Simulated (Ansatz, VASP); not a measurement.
NiO: VASP beside Ansatz

The input INCAR:

```
SYSTEM = NiO
PREC = Accurate ; ENCUT = 520
EDIFF = 1E-6 ; ISMEAR = 0
SIGMA = 0.1 ; LREAL = .False.
LASPH = .True. ; NELM = 150
ALGO = Normal ; ISIF = 2
LWAVE = .False. ; LCHARG = .False.
ISPIN = 2 ; MAGMOM = 1.14 0.2
LORBIT = 11 ; LMAXMIX = 4
GGA = PS ; NBANDS = 19
```

File KPOINTS:

```
regular mesh
0
Gamma
  18 18 18
  0 0 0
```

Contents of POSCAR:

```
NiO
1.0
    0.0000000000      2.0580557221      2.0580557221
    2.0580557221      0.0000000000      2.0580557221
    2.0580557221      2.0580557221      0.0000000000
Ni O
1 1
Direct
    0.0000000000      0.0000000000      0.0000000000
    0.5000000000      0.5000000000      0.5000000000
```

Input for Ansatz:

```yaml
crystal:
  lattice:
    - [0.0, 2.0580557221, 2.0580557221]
    - [2.0580557221, 0.0, 2.0580557221]
    - [2.0580557221, 2.0580557221, 0.0]
  atoms:
    - { symbol: Ni, position: [0.0, 0.0, 0.0], spin: 1.14 }
    - { symbol: O, position: [0.5, 0.5, 0.5], spin: 0.2 }
basis:
  ecutwfc: 420
kpoints:
  mp_grid: { grid: [18, 18, 18] }
  band_path:
    path:
      - [[0.0, 0.0, 0.0], [0.5, 0.0, 0.5], [0.625, 0.25, 0.625]]
      - [[0.375, 0.375, 0.75], [0.0, 0.0, 0.0], [0.5, 0.5, 0.5], [0.5, 0.25, 0.75], [0.5, 0.0, 0.5]]
    npoints: 14
hamiltonian:
  xc: pbesol
scf:
  occupations: { method: gaussian, width: 0.1 }
  n_extra_bands: 6
output:
  forces: true
  stress: true
  eigenvalues: true
  populations: true
  dos: { projected: true, de: 0.02, nscf_kmesh: { grid: [27, 27, 27] } }
  bader: true
  write_density: true
  write_potential: true
  elf: true
  volumetric_format: npy
magnetization:
  spin_polarized: true
checkpoint:
  read: start.run
  write: ck
  compress: false
  write_wavefunctions: false
  write_every: 100000
```

Alike in both runs: task single point; functional PBEsol; k mesh 18 × 18 × 18; occupations gaussian, width 0.1 eV; collinear spin.

```csv
,VASP,Ansatz
version,VASP 6.6.1,Ansatz 0.2.0
potentials or method,"VASP PAW PBE potentials, release 64 (Ni, O), cutoff 520 eV","scalar-relativistic, plane waves, PAW"
valence electrons in the cell,16,24
```

|  | VASP | Ansatz | Ansatz less VASP |
| --- | --- | --- | --- |
| gap on the k mesh at the Fermi level (eV) | none | none | - |
| pressure (GPa) | -0.3 | 0.0 | +0.30 |
| net moment per atom (μB) | 0.60 | 0.63 | +0.034 |
| size of the moment on the site where the two differ most (μB) | 1.00 | 1.04 | +0.031 |

VASP's potentials were made for PBE, not for PBEsol. Site moments also hang on the region over which each program counts them. A gap of «none» marks a metal or a gap that the smearing closes. The functional is the same, so the differences come from potentials, cutoffs and numerics. VASP's potentials hold 16 valence electrons a cell and Ansatz's 24, so a difference there can come from the potentials and not from the codes. Ansatz's warnings: stability check not made.
